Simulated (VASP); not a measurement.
Runs of VASP 6.6.1 on BN. The structure is that of space group F-43m (No. 216), or close to it. The cells are those of the table. 

| cell | gap on the mesh (eV) | pressure (GPa) | largest force (eV/Å) |
| --- | --- | --- | --- |
| a = 2.563, b = 2.563, c = 2.582 Å, angles 59.8, 59.8, 59.5°, 2 atoms | 4.41 | 0.3 | 0.02 |
| a = 2.563, b = 2.563, c = 2.630 Å, angles 59.1, 59.1, 58.3°, 2 atoms | 4.18 | 1.5 | 0.08 |
| a = 2.563, b = 2.563, c = 2.592 Å, angles 59.6, 59.6, 59.3°, 2 atoms | 4.38 | 0.5 | 0.03 |
| a = 2.563, b = 2.563, c = 2.621 Å, angles 59.3, 59.3, 58.5°, 2 atoms | 4.24 | 1.2 | 0.07 |
| a = 2.563, b = 2.563, c = 2.525 Å, angles 60.5, 60.5, 61.0°, 2 atoms | (b) | (a) | 0.05 |

Alike in all rows: task single point; level PBE; potentials or basis VASP PAW PBE potentials, release 64 (B, N); no spin polarisation; k mesh 12 × 12 × 12; cutoff (eV) 520; smearing gaussian 0.05 eV.

Question: Estimate the missing entries.

Answer: (a) 0.7; (b) 4.34.

A k mesh can miss the band edges.
